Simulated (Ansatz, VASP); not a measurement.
Two plane-wave programs on As3Pt

```xyz
4
Lattice="4.2330 0.0000 0.0000 0.0000 4.2330 0.0000 0.0000 0.0000 4.2330" Properties=species:S:1:pos:R:3 pbc="T T T"
As    0.0000    2.1165    2.1165
As    2.1165    0.0000    2.1165
As    2.1165    2.1165    0.0000
Pt    0.0000    0.0000    0.0000
```

Alike in both runs: task relaxation of cell and atoms; functional PBE; k mesh 4 × 4 × 4; occupations gaussian, width 0.1 eV; no spin polarisation.

```csv
,VASP,Ansatz
version,VASP 6.6.1,Ansatz 0.2.0
potentials or method,"VASP PAW PBE potentials, release 64 (As, Pt), cutoff 600 eV","scalar-relativistic, plane waves, PAW"
valence electrons in the cell,25,63
```

Ansatz gave:

| Quantity | Value |
| --- | --- |
| gap on the k mesh at the Fermi level, each at its own relaxed structure (eV) | none |
| relaxed volume (Å³/atom) | 17.84 |
| relaxed length of the cell vector where the two differ most in proportion (Å) | 4.148 |

Task: What did VASP give for the same quantities?

Result: gap on the k mesh at the Fermi level, each at its own relaxed structure (eV): none; relaxed volume (Å³/atom): 17.87; relaxed length of the cell vector where the two differ most in proportion (Å): 4.150.

A gap of «none» marks a metal or a gap that the smearing closes. VASP's potentials hold 25 valence electrons a cell and Ansatz's 63, so a difference there can come from the potentials and not from the codes.

The k mesh is coarse, so the values compare programs but aren't converged. Spin-orbit coupling is off throughout.
